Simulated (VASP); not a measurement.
Input of a VASP 6.6.1 run:

The input POSCAR:

```
CaTi2
1.0
    3.1415137472      0.0000000000      0.0000000000
   -1.5707568736      2.7206307114      0.0000000000
    0.0000000000      0.0000000000     15.6122711537
Ca Ti
2 4
Direct
    0.3333333333      0.6666666667      0.2500000000
    0.6666666667      0.3333333333      0.7500000000
    0.3333333333      0.6666666667      0.5669284690
    0.6666666667      0.3333333333      0.0669284690
    0.3333333333      0.6666666667      0.9330715310
    0.6666666667      0.3333333333      0.4330715310
```

INCAR.step1

```
PREC = Accurate ; ENCUT = 520
ISMEAR = 0 ; SIGMA = 0.1
LREAL = F ; LASPH = T
NELM = 100 ; NBANDS = 43
GGA = PE ; ALGO = Normal
EDIFF = 1E-4 ; LWAVE = T
LCHARG = F
```

INCAR.step2

```
PREC = Accurate ; ENCUT = 520
EDIFF = 1E-6 ; ISMEAR = 0
SIGMA = 0.1 ; LREAL = F
LASPH = T ; NELM = 100
ALGO = Normal ; ISIF = 2
LWAVE = F ; LCHARG = F
METAGGA = R2SCAN ; LMIXTAU = T
NBANDS = 43 ; ISTART = 1
```

KPOINTS

```
regular mesh
0
Gamma
  12 12 4
```

Potentials or basis: VASP PAW PBE potentials, release 64 (Ca_sv, Ti_sv).

The run is started by

```console
$ cat potpaw_PBE.64/Ca_sv/POTCAR potpaw_PBE.64/Ti_sv/POTCAR > POTCAR
$ cp INCAR.step1 INCAR
$ mpirun -np 1 vasp_std > vasp.out
$ cp INCAR.step2 INCAR
$ mpirun -np 1 vasp_std > vasp.out
```

Question: Estimate the band gap on the k mesh.

Answer: Zero (bands 34 and 35 overlap by 0.79 eV).

Question: What does it give for the pressure?

Answer: 0.2 GPa.

Question: What does it give for the largest force?

Answer: 0.027 eV/Å.

Forces on the atoms (eV/Å):
```
Ca   0.000  0.000  0.000
Ca   0.000  0.000  0.000
Ti   0.000  0.000  0.027
Ti   0.000  0.000  0.027
Ti   0.000  0.000 -0.027
Ti   0.000  0.000 -0.027
```

Caveat: the PAW data sets were made with another functional, which shifts forces and pressure a little.
